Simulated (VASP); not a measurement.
Write the native input for VASP 6.6.1 that does the following.

| Quantity | Value |
| --- | --- |
| Task | single point |
| Functional | LDA |
| Potentials or basis | VASP PAW LDA potentials, release 64 (Ca_sv) |
| Cutoff | 520 eV |
| k mesh | 16 × 16 × 9 |
| Occupations | fermi-dirac, width 0.08 eV |
| Spin | no spin polarisation |
| Dipole correction | no |
| Further INCAR settings | ALGO = Normal; EDIFF = 1e-07; NBANDS = 17 |

The structure of Ca lies in POSCAR:

```
Ca
1.0
    2.9013398149      0.0000000000      0.0000000000
   -1.4506699075      2.5126339847      0.0000000000
    0.0000000000      0.0000000000      4.1028220856
Ca
2
Direct
    0.3333333333      0.6666666667      0.2500000000
    0.6666666667      0.3333333333      0.7500000000
```

This isn't the form of Ca at room conditions, which is fcc.

The input as run:

INCAR

```
SYSTEM = Ca
PREC = Accurate
ENCUT = 520
EDIFF = 1E-7
ISMEAR = -1
SIGMA = 0.08
LREAL = .False.
LASPH = .True.
NELM = 60
ALGO = Normal
ISIF = 2
LWAVE = .False.
LCHARG = .False.
NBANDS = 17
```

KPOINTS

```
Automatic mesh
0
Gamma
  16 16 9
  0 0 0
```

Potentials or basis: VASP PAW LDA potentials, release 64 (Ca_sv).

Launch:

```bash
$ cat potpaw_LDA.64/Ca_sv/POTCAR > POTCAR
$ mpirun -np 1 vasp_std > vasp.out
```

It gave:

```yaml
Pressure: 56.0 GPa
Band_gap_on_the_k_mesh: zero (bands 10 and 11 overlap by 0.82 eV)
```

Caveat: the cell stands under pressure.

It took 82 s on 1 thread of Intel Xeon 8259CL, with other jobs on the host, peak memory 0.18 GiB.
